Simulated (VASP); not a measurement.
# RbCl (Fm-3m) in VASP: a series of runs, part 2 of 2

VASP 6.6.1. The steps go on from the part before.

**4. Single point, LDA**

This run uses another cell than the first one, of 37.20 Å³/atom.

Input file INCAR:

```
SYSTEM = RbCl
  ALGO = Normal
  EDIFF = 1E-6
  ENCUT = 500
  GGA = CA
  GGA_COMPAT = .False.
  ISIF = 2
  ISMEAR = -1
  LASPH = .True.
  LCHARG = .False.
  LREAL = .False.
  LWAVE = .False.
  NBANDS = 15
  NELM = 120
  PREC = Accurate
  SIGMA = 0.05
```

Input file KPOINTS:

```
k-points
0
Gamma
  7 7 7
  0 0 0
```

Input file POSCAR:

```
RbCl
1.0
    0.0000000000      3.3382123806      3.3382123806
    3.3382123806      0.0000000000      3.3382123806
    3.3382123806      3.3382123806      0.0000000000
Rb Cl
1 1
Direct
    0.0000000000      0.0000000000      0.0000000000
    0.5000000000      0.5000000000      0.5000000000
```

Potentials or basis: VASP PAW LDA potentials, release 64 (Rb_sv, Cl).

The run is started by

```
cat potpaw_LDA.64/Rb_sv/POTCAR potpaw_LDA.64/Cl/POTCAR > POTCAR
mpirun -np 1 vasp_std > vasp.out
```

OUTCAR:

```text
SYSTEM = RbCl
   EDIFF = 1E-6
   ENCUT = 500
   GGA = CA
   ISIF = 2
   ISMEAR = -1
   LASPH = .True.
   LREAL = .False.
   NELM = 120
   PREC = Accurate

 ion  position               nearest neighbor table
   1  0.000  0.000  0.000-   2 3.34   2 3.34   2 3.34   2 3.34   2 3.34   2 3.34
   2  0.500  0.500  0.500-   1 3.34   1 3.34   1 3.34   1 3.34   1 3.34   1 3.34

  LATTYP: Found a face centered cubic cell.
 ALAT       =     6.6764247612

  Lattice vectors:

 A1 = (   0.0000000000,   3.3382123806,   3.3382123806)
 A2 = (   3.3382123806,   0.0000000000,   3.3382123806)
 A3 = (   3.3382123806,   3.3382123806,   0.0000000000)

Analysis of symmetry for initial positions (statically):
=====================================================================
 Subroutine PRICEL returns:
 Original cell was already a primitive cell.

 Routine SETGRP: Setting up the symmetry group for a
 face centered cubic supercell.

 Subroutine GETGRP returns: Found 48 space group operations
 (whereof 48 operations were pure point group operations)
 out of a pool of 48 trial point group operations.

The static configuration has the point symmetry O_h .

Analysis of symmetry for dynamics (positions and initial velocities):
=====================================================================
 Subroutine PRICEL returns:
 Original cell was already a primitive cell.

 Routine SETGRP: Setting up the symmetry group for a
 face centered cubic supercell.

 Subroutine GETGRP returns: Found 48 space group operations
 (whereof 48 operations were pure point group operations)
 out of a pool of 48 trial point group operations.

The dynamic configuration has the point symmetry O_h .

 Subroutine INISYM returns: Found 48 space group operations
 (whereof 48 operations are pure point group operations),
 and found     1 'primitive' translations

----------------------------------------------------------------------------------------

                                     Primitive cell

  volume of cell :      74.3998

  direct lattice vectors                    reciprocal lattice vectors
     0.000000000  3.338212381  3.338212381    -0.149780764  0.149780764  0.149780764
     3.338212381  0.000000000  3.338212381     0.149780764 -0.149780764  0.149780764
     3.338212381  3.338212381  0.000000000     0.149780764  0.149780764 -0.149780764

  length of vectors
     4.720945223  4.720945223  4.720945223     0.259427893  0.259427893  0.259427893

  position of ions in fractional coordinates (direct lattice)
     0.000000000  0.000000000  0.000000000
     0.500000000  0.500000000  0.500000000

  ion indices of the primitive-cell ions
   primitive index   ion index
                 1           1
                 2           2

----------------------------------------------------------------------------------------

 KPOINTS: k-points

Automatic generation of k-mesh.
 Grid dimensions read from file:
 generate k-points for:    7    7    7

 Generating k-lattice:

  Cartesian coordinates                     Fractional coordinates (reciprocal lattice)
[... 21 lines left out ...]
  0.142857  0.142857  0.000000      6.000000
  0.285714  0.142857  0.000000     24.000000
[... 12 lines left out ...]
 -0.428571  0.428571  0.142857     24.000000
 -0.285714  0.428571  0.142857     24.000000
   k-points           NKPTS =     20   k-points in BZ     NKDIM =     20   number of bands    NBANDS=     15
   number of dos      NEDOS =    301   number of ions     NIONS =      2
   total plane-waves  NPLWV =  46656
   dimension x,y,z NGX =    36 NGY =   36 NGZ =   36
   dimension x,y,z NGXF=    72 NGYF=   72 NGZF=   72
   ions per type =               1   1
   NGX,Y,Z   is equivalent  to a cutoff of  12.68, 12.68, 12.68 a.u.
   NGXF,Y,Z  is equivalent  to a cutoff of  25.35, 25.35, 25.35 a.u.
 SYSTEM =  RbCl
   PREC   = accura    normal or accurate (medium, high low for compatibility)
   ISTART =      0    job   : 0-new  1-cont  2-samecut
   ICHARG =      2    charge: 1-file 2-atom 10-const
   ISPIN  =      1    spin polarized calculation?
   LNONCOLLINEAR =      F non collinear calculations
   LSORBIT =      F    spin-orbit coupling
   LASPH  =      T    aspherical Exc in radial PAW
   ENCUT  =  500.0 eV  36.75 Ry    6.06 a.u.   8.61  8.61  8.61*2*pi/ulx,y,z
   NELM   =    120;   NELMIN=  2; NELMDL= -5     # of ELM steps
   EDIFF  = 0.1E-05   stopping-criterion for ELM
   LREAL  =      F    real-space projection
   EDIFFG = 0.1E-04   stopping-criterion for IOM
   NSW    =      0    number of steps for IOM
   IBRION =     -1    ionic relax: 0-MD 1-quasi-New 2-CG
   NFREE  =      0    steps in history (QN), initial steepest desc. (CG)
   ISIF   =      2    stress and relaxation
   ISYM   =      2    0-nonsym 1-usesym 2-fastsym
   POTIM  = 0.5000    time-step for ionic-motion
   TEBEG  =    0.0;   TEEND  =   0.0 temperature during run
   PSTRESS=    0.0 pullay stress
   NELECT =      16.0000    total number of electrons
   NUPDOWN=      -1.0000    fix difference up-down
   EMIN   =  10.00;   EMAX   =-10.00  energy-range for DOS
   EFERMI =   0.00;   METHOD = LEGACY
   ISMEAR =    -1;   SIGMA  =   0.05  broadening in eV -4-tet -1-fermi 0-gaus
   EFERMI_NEDOS =   21; number of points for ismear=-14 and -15
   IALGO  =     38    algorithm
   IMIX   =      4    mixing-type and parameters
     AMIX     =   0.40;   BMIX     =  1.00
     AMIX_MAG =   1.60;   BMIX_MAG =  1.00
  volume/ion in A,a.u.               =      37.20       251.04
  Fermi-wavevector in a.u.,A,eV,Ry     =   0.980824  1.853488 13.089005  0.962015
  Thomas-Fermi vector in A             =   2.111783
   LORBIT       =      0    0 simple, 1 ext, 2 COOP (PROOUT), +10 PAW based schemes
   GGA     = CA    functional components
   LHFCALC =     F    Hartree Fock is set to
   AEXX    =    0.0000 exact exchange contribution
   IVDW    =     0    specifies the selected vdW correction
   LEPSILON=     F    determine dielectric tensor
   LRPA    =     F    only Hartree local field effects (RPA)
 non-spin polarized calculation
  energy-cutoff  :      500.00
  volume of cell :       74.40
 maximum number of plane-waves:      1917
   NGX = 17   NGY = 17   NGZ = 17

 number of electron      16.0000000 magnetization

 Free energy of the ion-electron system (eV)
  ---------------------------------------------------
  ext. energy  EPLUGINS =         0.00000000
  ---------------------------------------------------
  free energy    TOTEN  =        -7.19861241 eV

  energy without entropy =       -7.19861241  energy(sigma->0) =       -7.19861241

 E-fermi :  -1.2022     XC(G=0):  -7.7295

 val. band max:       -2.3013682749   @ k =   0.0000   0.0000   0.0000
 cond. band min:       2.1300663592   @ k =   0.0000   0.0000   0.0000
 fundamental gap:      4.4314346341
 Fermi energy:        -1.2022026739

 k-point     1 :       0.0000    0.0000    0.0000
  band No.  band energies     occupation
      1     -26.1849      2.00000
      2     -14.1651      2.00000
      3     -10.2982      2.00000
      4     -10.2982      2.00000
      5     -10.2982      2.00000
      6      -2.3014      2.00000
      7      -2.3014      2.00000
      8      -2.3014      2.00000
      9       2.1301      0.00000
     10       5.3817      0.00000
     11       5.3817      0.00000
     12       5.3817      0.00000
     13       6.3926      0.00000
     14       6.3926      0.00000
[... 329 lines left out ...]
      2     -14.1515      2.00000
      3     -10.4740      2.00000
      4     -10.4245      2.00000
      5     -10.2984      2.00000
      6      -2.7628      2.00000
      7      -2.5762      2.00000
      8      -2.5495      2.00000
      9       4.6814      0.00000
     10       5.3203      0.00000
     11       6.4834      0.00000
     12       6.7245      0.00000
     13       8.5696      0.00000
     14       8.6794      0.00000
     15       9.6254      0.00000

------------------------ aborting loop because EDIFF is reached ----------------------------------------

  FORCE on cell =-STRESS in cart. coord.  units (eV):
  Direction    XX          YY          ZZ          XY          YZ          ZX
  --------------------------------------------------------------------------------------
  -------------------------------------------------------------------------------------
  Total       -0.9754998     -0.9754998     -0.9754998      0.0000000      0.0000000     -0.0000000
  in kB      -21.0070895    -21.0070895    -21.0070895      0.0000000      0.0000000     -0.0000000
  external PRESSURE =     -21.0070895 kB  Pullay stress =       0.0000000 kB

 VOLUME and BASIS-vectors are now :
 -----------------------------------------------------------------------------
  energy-cutoff  :      500.00
  volume of cell :       74.40
      direct lattice vectors                 reciprocal lattice vectors
     0.000000000  3.338212381  3.338212381    -0.149780764  0.149780764  0.149780764
     3.338212381  0.000000000  3.338212381     0.149780764 -0.149780764  0.149780764
     3.338212381  3.338212381  0.000000000     0.149780764  0.149780764 -0.149780764

 POSITION                                       TOTAL-FORCE (eV/Angst)
 -----------------------------------------------------------------------------------
      0.00000      0.00000      0.00000         0.000000      0.000000      0.000000
      3.33821      3.33821      3.33821        -0.000000     -0.000000     -0.000000
 -----------------------------------------------------------------------------------
    total drift:                                0.000000      0.000000      0.000000

  FREE ENERGIE OF THE ION-ELECTRON SYSTEM (eV)
  ---------------------------------------------------
  free  energy   TOTEN  =        -7.1986124076 eV

  energy  without entropy=       -7.1986124076  energy(sigma->0) =       -7.19861241
```

stdout:

```text
POSCAR found type information on POSCAR RbCl
 POSCAR found :  2 types and       2 ions
 scaLAPACK will be used
 LDA part: xc-table for (Slater(with rela. corr.)+CA(PZ))
 , standard interpolation
 POSCAR, INCAR and KPOINTS ok, starting setup
 FFT: planning ... GRIDC
 FFT: planning ... GRID_SOFT
 FFT: planning ... GRID
 WAVECAR not read
 entering main loop
```

Wall time 45 s (1 thread of AMD EPYC 7R13, shared host); peak memory 0.15 GiB.

What came out:

```yaml
Free_energy: -7.1986 eV
Pressure: -2.1 GPa
Band_gap_on_the_k_mesh: 4.43 eV
```

Levels at points of the mesh, in eV from the valence-band top:
```tsv
k point	band 5	band 6	band 7	band 8	band 9	band 10	band 11	band 12
(0.00, 0.00, 0.00)	-8.00	0.00	0.00	0.00	4.43	7.68	7.68	7.68
```

Caveat: an odd mesh through Γ misses points on the zone boundary, where band edges can lie. As with any semilocal functional, this LDA gap is likely too small.

**5. Overview**

| level | potentials or basis | cell | gap on the mesh (eV) | pressure (GPa) |
| --- | --- | --- | --- | --- |
| LDA | VASP PAW LDA potentials, release 64 (Rb_sv, Cl) | a = 4.691 Å, angles 60.0°, 2 atoms | 4.49 | -1.9 |
| PBE | VASP PAW PBE potentials, release 64 (Rb_sv, Cl) | a = 4.661 Å, angles 60.0°, 2 atoms | 4.98 | 0.8 |
| LDA | VASP PAW LDA potentials, release 64 (Rb_sv, Cl) | a = 4.721 Å, angles 60.0°, 2 atoms | 4.43 | -2.1 |

Alike in all rows: task single point; no spin polarisation; k mesh 7 × 7 × 7; cutoff (eV) 500; smearing fermi-dirac 0.05 eV.

Caveats: an odd mesh through Γ misses points on the zone boundary, where band edges can lie.

Total energies depend on the potentials used, so only differences within one code and one set of settings carry meaning.
